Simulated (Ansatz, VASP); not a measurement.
**TiSi2 in VASP and in Ansatz**

```
Ti Si
1.0
     0.00000    4.12373    4.25213
     2.39248    0.00000    4.25213
     2.39248    4.12373    0.00000
Ti Si
2 4
Direct
  0.75000 0.75000 0.75000
  0.50000 0.50000 0.50000
  0.08683 0.41317 0.08683
  0.41317 0.08683 0.41317
  0.16317 0.83683 0.16317
  0.83683 0.16317 0.83683
```

Alike in both runs: functional r2SCAN; k mesh 6 × 6 × 6; occupations fermi-dirac, width 0.1 eV; no spin polarisation.

Ansatz relaxed the structure, and its values are those at the end. VASP's run is a single point on that final structure, the one shown.

```csv
,VASP,Ansatz
version,VASP 6.6.1,Ansatz 0.2.0
potentials or method,"VASP PAW PBE potentials, release 64 (Ti_sv, Si), cutoff 520 eV",PAW plane waves
valence electrons in the cell,40,40
```

Ansatz gave:

- gap on the k mesh at the Fermi level (eV): none
- pressure (GPa): 0.0

Q: Which values does VASP return?

A: gap on the k mesh at the Fermi level (eV): none; pressure (GPa): 0.2.

VASP's potentials were made for PBE, not for r2SCAN. A gap of «none» marks a metal or a gap that the smearing closes.
